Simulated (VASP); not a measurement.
The system is Ca.

```xyz
1
Lattice="0.0000 2.7624 2.7624 2.7624 0.0000 2.7624 2.7624 2.7624 0.0000" Properties=species:S:1:pos:R:3 pbc="T T T"
Ca    0.0000    0.0000    0.0000
```

```yaml
Program: VASP 6.6.1
Task: relaxation of cell and atoms
Functional: PBEsol
Potentials_or_basis: VASP PAW PBE potentials, release 64 (Ca_sv)
Cutoff: 600 eV
k_mesh: 14 × 14 × 14
Occupations: gaussian, width 0.1 eV
Spin: no spin polarisation
```

At the start: pressure -0.6 GPa; volume 42.16 Å³/atom.

**Question.** Where does the relaxation end?

**Answer.** Over 4 steps the energy falls by 3.0 meV/atom and the volume is 40.65 Å³/atom (-3.6 %); space group Fm-3m (No. 225, to 0.05 Å).

The path:
```
step  energy change (eV)  largest force (eV/Å)  pressure (GPa)  volume (Å³)
   1              0.0000                0.0000           -0.64        42.16
   2             -0.0026                0.0000           -0.22        41.15
   3             -0.0030                0.0000            0.04        40.55
   4             -0.0030                0.0000            0.00        40.65
```

Final structure:
```yaml
crystal:
  lattice:
    - [0.00000, 2.72898, 2.72898]
    - [2.72898, 0.00000, 2.72898]
    - [2.72898, 2.72898, 0.00000]
  atoms:
    - { symbol: Ca, position: [0.00000, 0.00000, 0.00000] }
```

Caveat: the PAW data sets were made with another functional, which shifts forces and pressure a little.
